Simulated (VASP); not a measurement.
# BN (P4_2/mnm) in VASP: notebook, part 2 of 2

VASP 6.6.1. The steps go on from the part before.

### Step 4. Single point, PBE

This run uses another cell than the first one, of 5.86 Å³/atom, 1.007 times its volume.

The input, INCAR:

```
SYSTEM = BN
PREC     = Accurate       ! precision mode
ENCUT    = 520            ! plane-wave cutoff, eV
EDIFF    = 1E-6           ! SCF threshold, eV
ISMEAR   = 0              ! smearing method
SIGMA    = 0.05           ! smearing width, eV
LREAL    = .FALSE.        ! projectors in reciprocal space
LASPH    = .TRUE.         ! aspherical terms in the spheres
NELM     = 60             ! most SCF steps
ALGO     = Normal         ! electronic algorithm
ISIF     = 2              ! what is computed and relaxed
LWAVE    = .FALSE.        ! write WAVECAR
LCHARG   = .TRUE.         ! write CHGCAR
GGA      = PE             ! functional
LELF     = .TRUE.         ! ELF
LVHAR    = .TRUE.       
NBANDS   = 26             ! bands
```

The input, KPOINTS:

```
Automatic mesh
0
G
  6 6 10
  0 0 0
```

The input, POSCAR:

```
BN
1.0
    4.4226829661      0.0000000000      0.0000000000
    0.0000000000      4.4226829661      0.0000000000
    0.0000000000      0.0000000000      2.3962000000
B N
4 4
Direct
    0.1742811368      0.8257188632      0.5000000000
    0.3257188632      0.3257188632      0.0000000000
    0.6742811368      0.6742811368      0.0000000000
    0.8257188632      0.1742811368      0.5000000000
    0.8126115048      0.8126115048      0.5000000000
    0.3126115048      0.6873884952      0.0000000000
    0.6873884952      0.3126115048      0.0000000000
    0.1873884952      0.1873884952      0.5000000000
```

Potentials or basis: VASP PAW PBE potentials, release 64 (B, N).

On the command line:

```
cat potpaw_PBE.64/B/POTCAR potpaw_PBE.64/N/POTCAR > POTCAR
mpirun -np 1 vasp_std > vasp.out
```

OUTCAR:

```text
SYSTEM = BN
   PREC = Accurate
   ENCUT = 520
   EDIFF = 1E-6
   ISMEAR = 0
   LREAL = .FALSE.
   LASPH = .TRUE.
   NELM = 60
   ISIF = 2
   GGA = PE

 ion  position               nearest neighbor table
   1  0.174  0.826  0.500-   6 1.48   6 1.48   8 1.60   5 1.60
   2  0.326  0.326  0.000-   8 1.48   8 1.48   6 1.60   7 1.60
   3  0.674  0.674  0.000-   5 1.48   5 1.48   7 1.60   6 1.60
   4  0.826  0.174  0.500-   7 1.48   7 1.48   8 1.60   5 1.60
   5  0.813  0.813  0.500-   3 1.48   3 1.48   4 1.60   1 1.60
   6  0.313  0.687  0.000-   1 1.48   1 1.48   3 1.60   2 1.60
   7  0.687  0.313  0.000-   4 1.48   4 1.48   2 1.60   3 1.60
   8  0.187  0.187  0.500-   2 1.48   2 1.48   4 1.60   1 1.60

  LATTYP: Found a simple tetragonal cell.
 ALAT       =     4.4226829661
 C/A-ratio  =     0.5417978224

  Lattice vectors:

 A1 = (   4.4226829661,   0.0000000000,   0.0000000000)
 A2 = (   0.0000000000,   4.4226829661,   0.0000000000)
 A3 = (   0.0000000000,   0.0000000000,   2.3962000000)

Analysis of symmetry for initial positions (statically):
=====================================================================
 Subroutine PRICEL returns:
[... 188 lines left out ...]
 val. band max:        7.4785182434   @ k =   0.0000   0.0000   0.0000
 cond. band min:      12.2130687722   @ k =   0.0000   0.0000   0.3000
 fundamental gap:      4.7345505288
 Fermi energy:         7.7375254727

 k-point     1 :       0.0000    0.0000    0.0000
  band No.  band energies     occupation
      1     -13.1468      2.00000
      2      -9.2262      2.00000
      3      -9.2262      2.00000
      4      -8.7117      2.00000
      5      -3.1346      2.00000
      6      -2.1952      2.00000
[... 685 lines left out ...]
     25      20.8461      0.00000
     26      20.8461      0.00000

 [... further k-points ...]
[... 5 lines left out ...]
  --------------------------------------------------------------------------------------
  -------------------------------------------------------------------------------------
  Total        2.0006369      2.0006369     21.1208660     -0.0000000      0.0000000      0.0000000
  in kB       68.3886733     68.3886733    721.9840819     -0.0000000      0.0000000      0.0000000
  external PRESSURE =     286.2538095 kB  Pullay stress =       0.0000000 kB

 VOLUME and BASIS-vectors are now :
 -----------------------------------------------------------------------------
  energy-cutoff  :      520.00
  volume of cell :       46.87
      direct lattice vectors                 reciprocal lattice vectors
     4.422682966  0.000000000  0.000000000     0.226107096  0.000000000  0.000000000
     0.000000000  4.422682966  0.000000000     0.000000000  0.226107096  0.000000000
     0.000000000  0.000000000  2.396200000     0.000000000  0.000000000  0.417327435

 POSITION                                       TOTAL-FORCE (eV/Angst)
 -----------------------------------------------------------------------------------
      0.77079      3.65189      1.19810        -0.274999      0.274999      0.000000
      1.44055      1.44055      0.00000         0.274999      0.274999      0.000000
      2.98213      2.98213      0.00000        -0.274999     -0.274999     -0.000000
      3.65189      0.77079      1.19810         0.274999     -0.274999      0.000000
      3.59392      3.59392      1.19810         0.436857      0.436857      0.000000
      1.38258      3.04010      0.00000         0.436857     -0.436857      0.000000
      3.04010      1.38258      0.00000        -0.436857      0.436857      0.000000
      0.82876      0.82876      1.19810        -0.436857     -0.436857      0.000000
 -----------------------------------------------------------------------------------
    total drift:                                0.000000      0.000000      0.000000

  FREE ENERGIE OF THE ION-ELECTRON SYSTEM (eV)
  ---------------------------------------------------
  free  energy   TOTEN  =       -68.3498533891 eV

  energy  without entropy=      -68.3498533891  energy(sigma->0) =      -68.34985339
```

It took 76 s on 1 thread of Intel Xeon 8259CL, shared host; peak memory 0.19 GiB.

Results:

| Item | Value |
| --- | --- |
| Free energy | -68.3499 eV |
| Pressure | 28.6 GPa |
| Largest force | 0.618 eV/Å |
| Band gap on the k mesh | 4.73 eV, indirect (least direct gap 6.05 eV) |

Forces on the atoms (eV/Å):
```
B   -0.275  0.275  0.000
B    0.275  0.275  0.000
B   -0.275 -0.275  0.000
B    0.275 -0.275  0.000
N    0.437  0.437  0.000
N    0.437 -0.437  0.000
N   -0.437  0.437  0.000
N   -0.437 -0.437  0.000
```

Stress tensor (GPa, compression positive):
```
 6.84  0.00  0.00
 0.00  6.84  0.00
 0.00  0.00 72.20
```

### Step 5. Summary

| cell | gap on the mesh (eV) | pressure (GPa) | largest force (eV/Å) |
| --- | --- | --- | --- |
| a = 4.555, b = 4.555, c = 2.243 Å, 8 atoms | 3.83 | 43.4 | 1.61 |
| a = 4.290, b = 4.290, c = 2.549 Å, 8 atoms | 4.71 | 23.8 | 0.54 |
| a = 4.423, b = 4.423, c = 2.396 Å, 8 atoms | 4.73 | 28.6 | 0.62 |

Alike in all rows: task single point; level PBE; potentials or basis VASP PAW PBE potentials, release 64 (B, N); no spin polarisation; k mesh 6 × 6 × 10; cutoff (eV) 520; smearing gaussian 0.05 eV.

Caveats: forces of over 1 eV/Å act on the atoms, so gaps and moduli don't describe the material at rest (some runs).

Total energies depend on the potentials used, so only differences within one code and one set of settings carry meaning.
